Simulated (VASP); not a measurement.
Write the native input for VASP 6.6.1 that does the following.

```yaml
Task: single point
Functional: PBE
Potentials_or_basis: VASP PAW PBE potentials, release 64 (Au)
Cutoff: 520 eV
k_mesh: 20 × 20 × 20
Occupations: gaussian, width 0.15 eV
Spin: no spin polarisation
Dipole_correction: no
Further_INCAR_settings: ALGO = Normal; EDIFF = 1e-07; NBANDS = 12
```

The structure of Au lies in POSCAR:

```
Au
1.0
    0.0000000000      2.2091400000      1.8818600000
    2.2091400000      0.0000000000      1.8818600000
    2.2091400000      2.2091400000      0.0000000000
Au
1
Direct
    0.0000000000      0.0000000000      0.0000000000
```

This cell differs from its parent crystal: strain +0.080 along x and y, -0.080 along z.

One way to write it, as run:

INCAR

```
SYSTEM = Au
PREC = Accurate
ENCUT = 520
EDIFF = 1E-7
ISMEAR = 0
SIGMA = 0.15
LREAL = .False.
LASPH = .True.
NELM = 100
ALGO = Normal
ISIF = 2
LWAVE = .False.
LCHARG = .False.
GGA = PE
NBANDS = 12
```

KPOINTS

```
regular mesh
0
Gamma
  20 20 20
  0 0 0
```

Potentials or basis: VASP PAW PBE potentials, release 64 (Au).

Run with:

```console
$ cat potpaw_PBE.64/Au/POTCAR > POTCAR
$ mpirun -np 1 vasp_std > vasp.out
```

Results of the run:

| Quantity | Value |
| --- | --- |
| Pressure | -2.8 GPa |

Caveat: the cell differs from its parent crystal (strain +0.080 along x and y, -0.080 along z).

Run time: 34 s on 1 thread of Intel(R) Xeon(R) 6975P-C (Granite Rapids), on a shared host, peak memory 0.25 GiB.
